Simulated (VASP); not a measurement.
# MgH8Cl2O4 in VASP: notebook

Runs on MgH8Cl2O4. Level: PBE. Tasks: single point.

Program: VASP 6.6.1. These are calculated values, not measurements. Logs are shortened: lines on timing, memory, paths and dates and some standing lists are left out, and cuts for length are marked.

### 1 The cell of the first run

The cell holds an amorphous packing of atoms, 15 atoms: a = 5.893 Å, b = 5.893 Å, c = 5.893 Å, α = 90.00°, β = 90.00°, γ = 90.00°.

### 2 Single point, PBE

Input file INCAR:

```
SYSTEM = MgH8Cl2O4
PREC = Accurate
ENCUT = 520
EDIFF = 1E-6
ISMEAR = -1
SIGMA = 0.05
LREAL = .FALSE.
LASPH = .TRUE.
NELM = 120
ALGO = Normal
ISIF = 2
LWAVE = .FALSE.
LCHARG = .TRUE.
GGA = PE
LELF = .TRUE.
LVHAR = .TRUE.
NBANDS = 37
GGA_COMPAT = .FALSE.
```

Input file KPOINTS:

```
Automatic mesh
0
G
  1 1 1
  0 0 0
```

Input file POSCAR:

```
MgH8Cl2O4
1.0
    5.8925310000      0.0000000000      0.0000000000
    0.0000000000      5.8925310000      0.0000000000
    0.0000000000      0.0000000000      5.8925310000
O H Mg Cl
4 8 1 2
Direct
    0.6588000980      0.7520876852      0.4266927064
    0.7318417162      0.1469147977      0.1785989756
    0.2310043002      0.6386220115      0.1837750196
   -0.1129565547      1.0187133509      0.7017527782
    0.5267006656      0.8012516184      0.5039939544
    0.7866229299      0.8278785466      0.5233913916
    0.7657490474      0.1046579136      0.0120830930
    0.7155499055      0.0001697064      0.2609065612
    0.1405168679      0.5563653377      0.2962054845
    0.1453365286      0.6096870767      0.0407464976
   -0.0073313148      1.1122385270      0.6261825351
   -0.0108781778      0.9149548810      0.7879126983
    0.5541591550      0.4852753426      0.2341608385
    0.3169266314      0.2745000408      0.5131920392
    0.8002333802      0.5895768728      0.9408690425
```

Potentials or basis: VASP PAW PBE potentials, release 64 (O, H, Mg, Cl).

Command:

```sh
$ cat potpaw_PBE.64/O/POTCAR potpaw_PBE.64/H/POTCAR potpaw_PBE.64/Mg/POTCAR potpaw_PBE.64/Cl/POTCAR > POTCAR
$ mpirun -np 1 vasp_gam > vasp.out
```

OUTCAR:

```text
SYSTEM = MgH8Cl2O4
   PREC = Accurate
   ENCUT = 520
   EDIFF = 1E-6
   ISMEAR = -1
   LREAL = .FALSE.
   LASPH = .TRUE.
   NELM = 120
   ISIF = 2
   GGA = PE

 ion  position               nearest neighbor table
   1  0.659  0.752  0.427-   5 0.95   6 1.04  13 2.03
   2  0.732  0.147  0.179-   8 1.00   7 1.03  13 2.28
   3  0.231  0.639  0.184-   9 0.98  10 1.00  13 2.13
   4  0.887  0.019  0.702-  11 0.94  12 1.00
   5  0.527  0.801  0.504-   1 0.95
   6  0.787  0.828  0.523-   1 1.04
   7  0.766  0.105  0.012-   2 1.03
   8  0.716  0.000  0.261-   2 1.00
   9  0.141  0.556  0.296-   3 0.98
  10  0.145  0.610  0.041-   3 1.00
  11  0.993  0.112  0.626-   4 0.94
  12  0.989  0.915  0.788-   4 1.00
  13  0.554  0.485  0.234-   1 2.03   3 2.13   2 2.28  15 2.34  14 2.49
  14  0.317  0.275  0.513-  13 2.49
  15  0.800  0.590  0.941-  13 2.34

  LATTYP: Found a simple cubic cell.
 ALAT       =     5.8925310000

  Lattice vectors:

 A1 = (   5.8925310000,   0.0000000000,   0.0000000000)
 A2 = (   0.0000000000,   5.8925310000,   0.0000000000)
 A3 = (   0.0000000000,   0.0000000000,   5.8925310000)

Analysis of symmetry for initial positions (statically):
=====================================================================
 Subroutine PRICEL returns:
 Original cell was already a primitive cell.

 Routine SETGRP: Setting up the symmetry group for a
 simple cubic supercell.

 Subroutine GETGRP returns: Found  1 space group operations
 (whereof  1 operations were pure point group operations)
 out of a pool of 48 trial point group operations.

The static configuration has the point symmetry C_1 .

Analysis of symmetry for dynamics (positions and initial velocities):
=====================================================================
 Subroutine PRICEL returns:
 Original cell was already a primitive cell.

 Routine SETGRP: Setting up the symmetry group for a
 simple cubic supercell.

 Subroutine GETGRP returns: Found  1 space group operations
 (whereof  1 operations were pure point group operations)
 out of a pool of 48 trial point group operations.

The dynamic configuration has the point symmetry C_1 .

 Subroutine INISYM returns: Found  1 space group operations
[... 109 lines left out ...]
   PSTRESS=    0.0 pullay stress
   NELECT =      48.0000    total number of electrons
   NUPDOWN=      -1.0000    fix difference up-down
   EMIN   =  10.00;   EMAX   =-10.00  energy-range for DOS
   EFERMI =   0.00;   METHOD = LEGACY
   ISMEAR =    -1;   SIGMA  =   0.05  broadening in eV -4-tet -1-fermi 0-gaus
   EFERMI_NEDOS =   21; number of points for ismear=-14 and -15
   IALGO  =     38    algorithm
   IMIX   =      4    mixing-type and parameters
     AMIX     =   0.40;   BMIX     =  1.00
     AMIX_MAG =   1.60;   BMIX_MAG =  1.00
  volume/ion in A,a.u.               =      13.64        92.05
  Fermi-wavevector in a.u.,A,eV,Ry     =   1.009687  1.908031 13.870698  1.019468
  Thomas-Fermi vector in A             =   2.142630
   LORBIT       =      0    0 simple, 1 ext, 2 COOP (PROOUT), +10 PAW based schemes
   GGA     = PE    functional components
   LHFCALC =     F    Hartree Fock is set to
   AEXX    =    0.0000 exact exchange contribution
   IVDW    =     0    specifies the selected vdW correction
   LEPSILON=     F    determine dielectric tensor
   LRPA    =     F    only Hartree local field effects (RPA)
 non-spin polarized calculation
  energy-cutoff  :      520.00
  volume of cell :      204.60
 maximum number of plane-waves:      2749
 NGX is ok and might be reduce to    42
   NGX = 21   NGY = 21   NGZ = 21

 number of electron      47.9999996 magnetization

 Free energy of the ion-electron system (eV)
  ---------------------------------------------------
  ext. energy  EPLUGINS =         0.00000000
  ---------------------------------------------------
  free energy    TOTEN  =       -68.49281040 eV

  energy without entropy =      -68.49281040  energy(sigma->0) =      -68.49281040

 E-fermi :  -0.8758     XC(G=0):  -7.0114

 val. band max:       -2.1786757506   @ k =   0.0000   0.0000   0.0000
 cond. band min:       1.9079169792   @ k =   0.0000   0.0000   0.0000
 fundamental gap:      4.0865927298
 Fermi energy:        -0.8758487529

 k-point     1 :       0.0000    0.0000    0.0000
  band No.  band energies     occupation
      1     -22.4411      2.00000
      2     -21.9057      2.00000
      3     -21.8418      2.00000
      4     -20.7413      2.00000
      5     -14.6771      2.00000
      6     -14.2689      2.00000
[... 28 lines left out ...]
     35       8.1828      0.00000
     36       8.6222      0.00000
 [bands above 36 left out]

------------------------ aborting loop because EDIFF is reached ----------------------------------------

  FORCE on cell =-STRESS in cart. coord.  units (eV):
  Direction    XX          YY          ZZ          XY          YZ          ZX
  --------------------------------------------------------------------------------------
  -------------------------------------------------------------------------------------
  Total        0.7221360     -0.1383632      1.1691660      1.1698882     -2.2203766     -0.6375857
  in kB        5.6548873     -1.0834918      9.1554807      9.1611360    -17.3872777     -4.9927923
  external PRESSURE =       4.5756254 kB  Pullay stress =       0.0000000 kB

 VOLUME and BASIS-vectors are now :
 -----------------------------------------------------------------------------
  energy-cutoff  :      520.00
  volume of cell :      204.60
      direct lattice vectors                 reciprocal lattice vectors
     5.892531000  0.000000000  0.000000000     0.169706362  0.000000000  0.000000000
     0.000000000  5.892531000  0.000000000     0.000000000  0.169706362  0.000000000
     0.000000000  0.000000000  5.892531000     0.000000000  0.000000000  0.169706362

 POSITION                                       TOTAL-FORCE (eV/Angst)
 -----------------------------------------------------------------------------------
      3.88200      4.43170      2.51430         1.683669      0.176285     -0.056952
      4.31240      0.86570      1.05240         0.013663     -0.359446     -1.449291
      1.36120      3.76310      1.08290         0.701818     -0.130899     -0.337281
      5.22693      0.11027      4.13510        -0.300079     -2.122911      1.202721
      3.10360      4.72140      2.96980        -1.292844      0.623029      0.847565
      4.63520      4.87830      3.08410        -0.893585     -0.397086     -0.218632
      4.51220      0.61670      0.07120        -0.303432      0.617559      1.772306
      4.21640      0.00100      1.53740        -0.299239      0.590559     -0.487569
      0.82800      3.27840      1.74540         0.093758     -0.218170      0.100353
      0.85640      3.59260      0.24010        -0.165636      0.165458      0.366393
      5.84933      0.66137      3.68980         1.463133      1.729155     -1.162085
      5.82843      5.39140      4.64280        -0.807217      0.348573     -0.205066
      3.26540      2.85950      1.37980        -0.036439     -0.987001      0.144472
      1.86750      1.61750      3.02400         0.187286      0.144106      0.033226
      4.71540      3.47410      5.54410        -0.044858     -0.179212     -0.550161
 -----------------------------------------------------------------------------------
    total drift:                                0.001769      0.000725     -0.000002

  FREE ENERGIE OF THE ION-ELECTRON SYSTEM (eV)
  ---------------------------------------------------
  free  energy   TOTEN  =       -68.4928103993 eV

  energy  without entropy=      -68.4928103993  energy(sigma->0) =      -68.49281040
```

OSZICAR:

```text
N       E                     dE             d eps       ncg     rms          rms(c)
DAV:   1     0.415399226060E+03    0.41540E+03   -0.24929E+04    74   0.117E+03
DAV:   2    -0.318591823136E+02   -0.44726E+03   -0.42154E+03   100   0.278E+02
DAV:   3    -0.740787408057E+02   -0.42220E+02   -0.41966E+02    92   0.941E+01
DAV:   4    -0.747547587130E+02   -0.67602E+00   -0.67491E+00   100   0.132E+01
DAV:   5    -0.747659671988E+02   -0.11208E-01   -0.11206E-01    87   0.168E+00    0.152E+01
DAV:   6    -0.686152556432E+02    0.61507E+01   -0.18345E+01    92   0.211E+01    0.626E+00
DAV:   7    -0.685132006450E+02    0.10205E+00   -0.10857E+00    92   0.437E+00    0.405E+00
DAV:   8    -0.684941949812E+02    0.19006E-01   -0.29965E-01    92   0.303E+00    0.755E-01
DAV:   9    -0.684888150401E+02    0.53799E-02   -0.38125E-02   100   0.116E+00    0.291E-01
DAV:  10    -0.684923995840E+02   -0.35845E-02   -0.11037E-02    84   0.491E-01    0.195E-01
DAV:  11    -0.684925835395E+02   -0.18396E-03   -0.44400E-04   100   0.124E-01    0.121E-01
DAV:  12    -0.684928483477E+02   -0.26481E-03   -0.97954E-04    84   0.183E-01    0.369E-02
DAV:  13    -0.684928168688E+02    0.31479E-04   -0.82157E-05   100   0.601E-02    0.195E-02
DAV:  14    -0.684928120570E+02    0.48118E-05   -0.34679E-05    84   0.303E-02    0.749E-03
DAV:  15    -0.684928106892E+02    0.13678E-05   -0.36141E-06    92   0.131E-02    0.313E-03
DAV:  16    -0.684928103993E+02    0.28989E-06   -0.72416E-07    60   0.553E-03
   1 F= -.68492810E+02 E0= -.68492810E+02  d E =-.143941E-10
```

stdout:

```text
POSCAR found type information on POSCAR O H MgCl
 POSCAR found :  4 types and      15 ions
 scaLAPACK will be used
 LDA part: xc-table for (Slater+PW92), standard interpolation
 POSCAR, INCAR and KPOINTS ok, starting setup
 FFT: planning ... GRIDC
 FFT: planning ... GRID_SOFT
 FFT: planning ... GRID
 WAVECAR not read
 entering main loop
```

It took 15 s on 1 thread of AMD EPYC 9R45 (Zen 5), shared host; peak memory 0.28 GiB.

Results:

| Item | Value |
| --- | --- |
| Free energy | -68.4928 eV |
| Pressure | 0.5 GPa |
| Largest force | 2.546 eV/Å |
| Band gap on the k mesh | 4.09 eV |

Forces in eV/Å, atoms in the order of the input:
```
O    1.684  0.176 -0.057
O    0.014 -0.359 -1.449
O    0.702 -0.131 -0.337
O   -0.300 -2.123  1.203
H   -1.293  0.623  0.848
H   -0.894 -0.397 -0.219
H   -0.303  0.618  1.772
H   -0.299  0.591 -0.488
H    0.094 -0.218  0.100
H   -0.166  0.165  0.366
H    1.463  1.729 -1.162
H   -0.807  0.349 -0.205
Mg  -0.036 -0.987  0.144
Cl   0.187  0.144  0.033
Cl  -0.045 -0.179 -0.550
```

Levels at points of the mesh, in eV from the valence-band top:
```tsv
k point	band 21	band 22	band 23	band 24	band 25	band 26	band 27	band 28
(0.00, 0.00, 0.00)	-0.39	-0.26	-0.12	0.00	4.09	7.00	7.13	8.04
```

Caveat: the k points lie up to 1.07 Å⁻¹ apart.

(Continued in part 2 of 3.)
